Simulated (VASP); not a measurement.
Here is a VASP 6.6.1 calculation.

File INCAR:

```
SYSTEM = HfO2
PREC = Accurate
ENCUT = 520
EDIFF = 1E-7
ISMEAR = 0
SIGMA = 0.02
LREAL = .FALSE.
LASPH = .TRUE.
NELM = 80
ALGO = Normal
ISIF = 2
LWAVE = .FALSE.
LCHARG = .FALSE.
GGA = PE
IVDW = 12
NBANDS = 56
```

KPOINTS

```
Automatic mesh
0
G
  4 6 6
  0 0 0
```

File POSCAR:

```
HfO2
1.0
    5.2618663420      0.0000000000      0.0000000000
    0.0000000000      5.0446588015      0.0000000000
    0.0000000000      0.0000000000      5.0725886660
Hf O
4 8
Direct
    0.0327437024      0.2670961496      0.2416940935
    0.4672562976      0.2670961496      0.7416940935
    0.5327437024      0.7329038504      0.2416940935
    0.9672562976      0.7329038504      0.7416940935
    0.3675271852      0.0707054296      0.3803790206
    0.1324728148      0.0707054296      0.8803790206
    0.7327839465      0.4601546398      0.4909268858
    0.7672160535      0.4601546398      0.9909268858
    0.2672160535      0.5398453602      0.9909268858
    0.2327839465      0.5398453602      0.4909268858
    0.8675271852      0.9292945704      0.3803790206
    0.6324728148      0.9292945704      0.8803790206
```

Potentials or basis: VASP PAW PBE potentials, release 64 (Hf_pv, O).

Run with:

```bash
$ cat potpaw_PBE.64/Hf_pv/POTCAR potpaw_PBE.64/O/POTCAR > POTCAR
$ mpirun -np 1 vasp_std > vasp.out
```

Question: Estimate the band gap on the k mesh.

Answer: 4.35 eV, indirect (least direct gap 4.59 eV).

Question: Estimate the dispersion energy per atom.

Answer: -0.232 eV.

Stress tensor (GPa, compression positive):
```
-3.32  0.00  0.00
 0.00 -3.28  0.00
 0.00  0.00 -3.18
```

Caveat: spin-orbit coupling is left out, which moves the levels of the heavy elements. A k mesh can miss the band edges.
